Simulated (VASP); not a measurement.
A run of VASP 6.6.1:

Contents of INCAR:

```
SYSTEM = BiP
PREC = Accurate
ENCUT = 520
EDIFF = 1E-7
ISMEAR = -1
SIGMA = 0.05
LREAL = .FALSE.
LASPH = .TRUE.
NELM = 80
ALGO = Normal
ISIF = 2
LWAVE = .FALSE.
LCHARG = .FALSE.
GGA = PE
NBANDS = 17
```

KPOINTS

```
regular mesh
0
G
  12 12 12
  0 0 0
```

File POSCAR:

```
BiP
1.0
    0.0000000000      2.9042537590      2.9042537590
    2.9042537590      0.0000000000      2.9042537590
    2.9042537590      2.9042537590      0.0000000000
Bi P
1 1
Direct
    0.0000000000      0.0000000000      0.0000000000
    0.5000000000      0.5000000000      0.5000000000
```

Potentials or basis: VASP PAW PBE potentials, release 64 (Bi_d, P).

Command:

```bash
$ cat potpaw_PBE.64/Bi_d/POTCAR potpaw_PBE.64/P/POTCAR > POTCAR
$ mpirun -np 1 vasp_std > vasp.out
```

Hardware: 1 thread of Intel(R) Xeon(R) 6975P-C (Granite Rapids) (shared host).

How long does it take, and how much memory?

Wall time 20 s on 1 thread of Intel(R) Xeon(R) 6975P-C (Granite Rapids), on a shared host, peak memory 0.21 GiB. Counts: scf iterations 13, k points 72.
